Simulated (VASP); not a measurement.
# SiF (P-6m2) in VASP: notebook

Runs on SiF. Level: PBE. Tasks: single point.

All numbers are computed with VASP 6.6.1; they aren't measurements. Logs are shortened: lines on timing, memory, paths and dates and some standing lists are left out, and cuts for length are marked.

### 1 The cell of the first run

It takes space group P-6m2 (No. 187, hexagonal). The conventional cell has a = 2.957 Å, b = 2.957 Å, c = 2.863 Å, α = 90.00°, β = 90.00°, γ = 120.00°. Si (site symmetry -6m2) has 6 F at 2.23 Å and 2 Si at 2.86 Å within 2.9 Å. F (site symmetry -6m2) has 6 Si at 2.23 Å and 2 F at 2.86 Å within 2.9 Å.

### 2 Single point, PBE

Input file INCAR:

```
PREC = Accurate ; ENCUT = 520
EDIFF = 1E-6 ; ISMEAR = 0
SIGMA = 0.1 ; LREAL = False
LASPH = True ; NELM = 80
ALGO = Normal ; ISIF = 2
LWAVE = False ; LCHARG = True
GGA = PE ; LELF = True
LVHAR = True ; NBANDS = 12
```

Input file KPOINTS:

```
regular mesh
0
Gamma
  6 6 6
```

Input file POSCAR:

```
SiF
1.0
    2.9566721500      0.0000000000      0.0000000000
   -1.4783360700      2.5605531900      0.0000000000
    0.0000000000      0.0000000000      2.8634110700
Si F
1 1
Direct
    0.6666666700      0.3333333300      0.0000000000
    0.0000000000      0.0000000000      0.5000000000
```

Potentials or basis: VASP PAW PBE potentials, release 64 (Si, F).

Launch:

```sh
$ cat potpaw_PBE.64/Si/POTCAR potpaw_PBE.64/F/POTCAR > POTCAR
$ mpirun -np 1 vasp_std > vasp.out
```

OUTCAR:

```text
PREC = Accurate
   ENCUT = 520
   EDIFF = 1E-6
   ISMEAR = 0
   LREAL = False
   LASPH = True
   NELM = 80
   ISIF = 2
   GGA = PE

 ion  position               nearest neighbor table
   1  0.667  0.333  0.000-   2 2.23   2 2.23   2 2.23   2 2.23   2 2.23   2 2.23
   2  0.000  0.000  0.500-   1 2.23   1 2.23   1 2.23   1 2.23   1 2.23   1 2.23

  LATTYP: Found a hexagonal cell.
 ALAT       =     2.9566721500
 C/A-ratio  =     0.9684574159

  Lattice vectors:

 A1 = (   2.9566721500,   0.0000000000,   0.0000000000)
 A2 = (  -1.4783360700,   2.5605531900,   0.0000000000)
 A3 = (   0.0000000000,   0.0000000000,   2.8634110700)

Analysis of symmetry for initial positions (statically):
=====================================================================
 Subroutine PRICEL returns:
 Original cell was already a primitive cell.

 Routine SETGRP: Setting up the symmetry group for a
 hexagonal supercell.

 Subroutine GETGRP returns: Found 12 space group operations
 (whereof 12 operations were pure point group operations)
 out of a pool of 24 trial point group operations.

The static configuration has the point symmetry D_3h.

Analysis of symmetry for dynamics (positions and initial velocities):
=====================================================================
 Subroutine PRICEL returns:
 Original cell was already a primitive cell.

 Routine SETGRP: Setting up the symmetry group for a
 hexagonal supercell.

 Subroutine GETGRP returns: Found 12 space group operations
 (whereof 12 operations were pure point group operations)
 out of a pool of 24 trial point group operations.

The dynamic configuration has the point symmetry D_3h.

 Subroutine INISYM returns: Found 12 space group operations
 (whereof 12 operations are pure point group operations),
 and found     1 'primitive' translations

----------------------------------------------------------------------------------------

                                     Primitive cell

  volume of cell :      21.6781

  direct lattice vectors                    reciprocal lattice vectors
     2.956672150  0.000000000  0.000000000     0.338218088  0.195270303  0.000000000
    -1.478336070  2.560553190  0.000000000     0.000000000  0.390540608  0.000000000
     0.000000000  0.000000000  2.863411070     0.000000000  0.000000000  0.349233825

  length of vectors
     2.956672150  2.956672145  2.863411070     0.390540608  0.390540608  0.349233825

  position of ions in fractional coordinates (direct lattice)
     0.666666670  0.333333330  0.000000000
     0.000000000  0.000000000  0.500000000
[... 82 lines left out ...]
   NFREE  =      0    steps in history (QN), initial steepest desc. (CG)
   ISIF   =      2    stress and relaxation
   ISYM   =      2    0-nonsym 1-usesym 2-fastsym
   POTIM  = 0.5000    time-step for ionic-motion
   TEBEG  =    0.0;   TEEND  =   0.0 temperature during run
   PSTRESS=    0.0 pullay stress
   NELECT =      11.0000    total number of electrons
   NUPDOWN=      -1.0000    fix difference up-down
   EMIN   =  10.00;   EMAX   =-10.00  energy-range for DOS
   EFERMI =   0.00;   METHOD = LEGACY
   ISMEAR =     0;   SIGMA  =   0.10  broadening in eV -4-tet -1-fermi 0-gaus
   EFERMI_NEDOS =   21; number of points for ismear=-14 and -15
   IALGO  =     38    algorithm
   IMIX   =      4    mixing-type and parameters
     AMIX     =   0.40;   BMIX     =  1.00
     AMIX_MAG =   1.60;   BMIX_MAG =  1.00
  volume/ion in A,a.u.               =      10.84        73.15
  Fermi-wavevector in a.u.,A,eV,Ry     =   1.305766  2.467541 23.198287  1.705026
  Thomas-Fermi vector in A             =   2.436614
   LORBIT       =      0    0 simple, 1 ext, 2 COOP (PROOUT), +10 PAW based schemes
   GGA     = PE    functional components
   LHFCALC =     F    Hartree Fock is set to
   AEXX    =    0.0000 exact exchange contribution
   IVDW    =     0    specifies the selected vdW correction
   LEPSILON=     F    determine dielectric tensor
   LRPA    =     F    only Hartree local field effects (RPA)
 non-spin polarized calculation
 Gauss-broadening in eV      SIGMA  =   0.10
  energy-cutoff  :      520.00
  volume of cell :       21.68
 maximum number of plane-waves:       606
 NGX is ok and might be reduce to    24
   NGX = 11   NGY = 11   NGZ = 11

 number of electron      11.0000005 magnetization

 Free energy of the ion-electron system (eV)
  ---------------------------------------------------
  ext. energy  EPLUGINS =         0.00000000
  ---------------------------------------------------
  free energy    TOTEN  =        -7.12948791 eV

  energy without entropy =       -7.12846466  energy(sigma->0) =       -7.12897629

 E-fermi :   9.3344     XC(G=0): -11.3685

 val. band max:        9.2656131822   @ k =   0.3333   0.3333   0.0000
 cond. band min:       9.4669958116   @ k =   0.3333   0.0000   0.1667
 fundamental gap:      0.2013826294
 Fermi energy:         9.3343688738

 k-point     1 :       0.0000    0.0000    0.0000
  band No.  band energies     occupation
      1     -17.9701      2.00000
      2       0.2770      2.00000
      3       1.0471      2.00000
      4       1.6525      2.00000
      5       1.6525      2.00000
      6      14.3744      0.00000
      7      15.2136      0.00000
      8      15.2136      0.00000
      9      16.1233      0.00000
     10      21.6506      0.00000
     11      21.6506      0.00000
     12      22.1531      0.00000
[... 331 lines left out ...]
 k-point    24 :       0.3333    0.0000    0.5000
  band No.  band energies     occupation
      1     -17.2328      2.00000
      2      -2.0226      2.00000
      3      -0.2958      2.00000
      4       1.6120      2.00000
      5       5.4958      2.00000
      6      10.1574      0.00000
      7      11.1787      0.00000
      8      13.8304      0.00000
      9      16.9622      0.00000
     10      19.7863      0.00000
     11      23.1781      0.00000
     12      27.0317      0.00000

 [... further k-points ...]
[... 5 lines left out ...]
  --------------------------------------------------------------------------------------
  -------------------------------------------------------------------------------------
  Total        3.5593564      3.5593564      9.9510593      0.0000000     -0.0000000      0.0000000
  in kB      263.0639830    263.0639825    735.4602802      0.0000005     -0.0000000      0.0000000
  external PRESSURE =     420.5294152 kB  Pullay stress =       0.0000000 kB

 VOLUME and BASIS-vectors are now :
 -----------------------------------------------------------------------------
  energy-cutoff  :      520.00
  volume of cell :       21.68
      direct lattice vectors                 reciprocal lattice vectors
     2.956672150  0.000000000  0.000000000     0.338218088  0.195270303  0.000000000
    -1.478336070  2.560553190  0.000000000     0.000000000  0.390540608  0.000000000
     0.000000000  0.000000000  2.863411070     0.000000000  0.000000000  0.349233825

 POSITION                                       TOTAL-FORCE (eV/Angst)
 -----------------------------------------------------------------------------------
      1.47834      0.85352      0.00000        -0.000000      0.000000      0.000000
      0.00000      0.00000      1.43171         0.000000     -0.000000      0.000000
 -----------------------------------------------------------------------------------
    total drift:                               -0.000000      0.000000     -0.000000

  FREE ENERGIE OF THE ION-ELECTRON SYSTEM (eV)
  ---------------------------------------------------
  free  energy   TOTEN  =        -7.1294879132 eV

  energy  without entropy=       -7.1284646605  energy(sigma->0) =       -7.12897629
```

OSZICAR:

```text
N       E                     dE             d eps       ncg     rms          rms(c)
DAV:   1     0.334408832749E+02    0.33441E+02   -0.57377E+03   680   0.800E+02
DAV:   2    -0.635511568555E+01   -0.39796E+02   -0.38377E+02   824   0.180E+02
DAV:   3    -0.749279955494E+01   -0.11377E+01   -0.11360E+01   788   0.265E+01
DAV:   4    -0.749673042338E+01   -0.39309E-02   -0.39308E-02   772   0.190E+00
DAV:   5    -0.749674664944E+01   -0.16226E-04   -0.16226E-04   804   0.115E-01    0.459E+00
DAV:   6    -0.714210074154E+01    0.35465E+00   -0.25179E+00   692   0.125E+01    0.186E+00
DAV:   7    -0.713027056084E+01    0.11830E-01   -0.10003E-01   748   0.254E+00    0.953E-01
DAV:   8    -0.712944061370E+01    0.82995E-03   -0.13953E-02   744   0.862E-01    0.125E-01
DAV:   9    -0.712943939179E+01    0.12219E-05   -0.16232E-03   764   0.311E-01    0.441E-02
DAV:  10    -0.712948729059E+01   -0.47899E-04   -0.13265E-04   716   0.868E-02    0.649E-03
DAV:  11    -0.712948791319E+01   -0.62261E-06   -0.25243E-06   820   0.124E-02
   1 F= -.71294879E+01 E0= -.71289763E+01  d E =-.102325E-02
```

stdout:

```text
POSCAR found type information on POSCAR SiF
 POSCAR found :  2 types and       2 ions
 scaLAPACK will be used
 LDA part: xc-table for (Slater+PW92), standard interpolation
 POSCAR, INCAR and KPOINTS ok, starting setup
 FFT: planning ... GRIDC
 FFT: planning ... GRID_SOFT
 FFT: planning ... GRID
 WAVECAR not read
 entering main loop
```

Wall time 5.3 s (1 thread of Intel Xeon 6975P-C, shared host); peak memory 0.13 GiB.

What came out:

| Item | Value |
| --- | --- |
| Free energy | -7.1295 eV |
| Pressure | 42.1 GPa |

Stress tensor (GPa, compression positive):
```
26.31  0.00  0.00
 0.00 26.31  0.00
 0.00  0.00 73.55
```

Levels at points of the mesh, in eV from the Fermi level:
| k point | band 3 | band 4 | band 5 | band 6 | band 7 | band 8 |
| --- | --- | --- | --- | --- | --- | --- |
| (0.00, 0.00, 0.00) | -8.29 | -7.68 | -7.68 | 5.04 | 5.88 | 5.88 |
| (0.50, 0.00, 0.00) | -8.34 | -7.73 | -3.70 | -1.13 | 5.36 | 5.46 |
| (0.00, 0.00, 0.50) | -7.35 | -7.35 | -2.25 | -2.15 | 7.33 | 7.33 |
| (0.50, 0.00, 0.50) | -10.18 | -7.84 | -4.82 | 0.93 | 1.54 | 3.99 |

Caveat: the k points lie up to 0.41 Å⁻¹ apart; an odd number of electrons without spin polarisation forces a metal; a magnetic or distorted state may lie lower.

[end of part 1 of 2]
